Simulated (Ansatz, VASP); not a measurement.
Two plane-wave programs on CuO

File POSCAR:

```
CuO
1.0
   -2.3418500000      1.7113000000      0.0000000000
    0.8500300000      0.0000000000     -5.0578700000
   -2.3418500000     -5.1339000000      0.0000000000
Cu O
4 4
Direct
    0.2479969100      0.0006014900      0.2432966400
    0.7479969100      0.0006014900      0.7432966400
    0.9979969100      0.5006014900      0.4932966400
    0.4979969100      0.5006014900      0.9932966400
    0.7071969100      0.7506014900      0.2840966400
    0.2071969100      0.7506014900      0.7840966400
    0.7887969100      0.2506014900      0.2024966400
    0.3048216600      0.2457895500      0.7561235500
```

INCAR.step1

```
SYSTEM = CuO
PREC = Accurate ; ENCUT = 520
ISMEAR = -1 ; SIGMA = 0.05
LREAL = .False. ; LASPH = .True.
NELM = 150 ; LMAXMIX = 4
LDAU = .True. ; LDAUTYPE = 2
LDAUL = 2 -1 ; LDAUU = 4.5 0
LDAUJ = 0 0 ; NBANDS = 44
GGA = PE ; ALGO = Normal
EDIFF = 1E-4 ; LWAVE = .True.
LCHARG = .False.
```

The input INCAR.step2:

```
SYSTEM = CuO
PREC = Accurate ; ENCUT = 520
EDIFF = 1E-7 ; ISMEAR = -1
SIGMA = 0.05 ; LREAL = .False.
LASPH = .True. ; NELM = 150
ALGO = Normal ; ISIF = 2
LWAVE = .False. ; LCHARG = .False.
LMAXMIX = 4 ; LDAU = .True.
LDAUTYPE = 2 ; LDAUL = 2 -1
LDAUU = 4.5 0 ; LDAUJ = 0 0
LDAUPRINT = 1 ; METAGGA = R2SCAN
LMIXTAU = .True. ; NBANDS = 44
ISTART = 1
```

The input KPOINTS:

```
regular mesh
0
Gamma
  9 5 5
  0 0 0
```

input.yaml

```yaml
crystal:
  lattice:
    - [-2.34185, 1.7113, 0.0]
    - [0.85003, 0.0, -5.05787]
    - [-2.34185, -5.1339, 0.0]
  atoms:
    - { symbol: Cu, position: [0.24799691, 0.00060149, 0.24329664] }
    - { symbol: Cu, position: [0.74799691, 0.00060149, 0.74329664] }
    - { symbol: Cu, position: [0.99799691, 0.50060149, 0.49329664] }
    - { symbol: Cu, position: [0.49799691, 0.50060149, 0.99329664] }
    - { symbol: O, position: [0.70719691, 0.75060149, 0.28409664] }
    - { symbol: O, position: [0.20719691, 0.75060149, 0.78409664] }
    - { symbol: O, position: [0.78879691, 0.25060149, 0.20249664] }
    - { symbol: O, position: [0.30482166, 0.24578955, 0.75612355] }
hamiltonian:
  xc: r2scan
  pseudopotentials: { kind: paw }
  hubbard: { sites: [{ species: Cu, l: d, u_eff: 4.5 }] }
kpoints:
  mp_grid: { grid: [9, 5, 5] }
  band_path:
    path:
      - [[0.0, 0.0, -0.5], [0.0, 0.0, 0.0], [0.0, 0.5, 0.0]]
      - [[0.0, 0.5, -0.5], [0.0, 0.0, 0.0], [0.5, -0.5, 0.0]]
      - [[0.5, -0.5, -0.5], [0.0, 0.0, 0.0], [0.5, 0.0, 0.0]]
      - [[0.5, 0.0, -0.5], [0.0, 0.0, 0.0]]
    npoints: 10
scf:
  occupations: { method: fermi_dirac, width: 0.05 }
  n_extra_bands: 20
output:
  forces: true
  stress: true
  eigenvalues: true
  fatbands: false
```

Alike in both runs: functional r2SCAN; k mesh 9 × 5 × 5; occupations fermi-dirac, width 0.05 eV; no spin polarisation; Hubbard terms Cu d U = 4.5 eV.

```csv
,VASP,Ansatz
version,VASP 6.6.1,Ansatz 0.2.0
potentials or method,"VASP PAW PBE potentials, release 64 (Cu, O)",Ansatz PAW
plane-wave cutoff (eV),520,500
valence electrons in the cell,68,100
task,single point,band structure
```

|  | VASP | Ansatz | Ansatz less VASP |
| --- | --- | --- | --- |
| gap on the k mesh at the Fermi level (eV) | none | none | - |
| pressure (GPa) | -0.6 | 3.9 | +4.51 |
| traceless stress, the component that is largest in VASP (GPa) | 2.47 | 2.19 | -0.280 |
| rms of the force components (eV/Å) | 0.718 | 0.772 | +0.0534 |

VASP's potentials were made for PBE, not for r2SCAN. The programs project onto different local orbitals, so the same U acts differently, and such runs can settle in different states. Atom by atom the forces differ by 0.077 eV/Å (rms over components). A gap of «none» marks a metal or a gap that the smearing closes. VASP's potentials hold 68 valence electrons a cell and Ansatz's 100, so a difference there can come from the potentials and not from the codes.
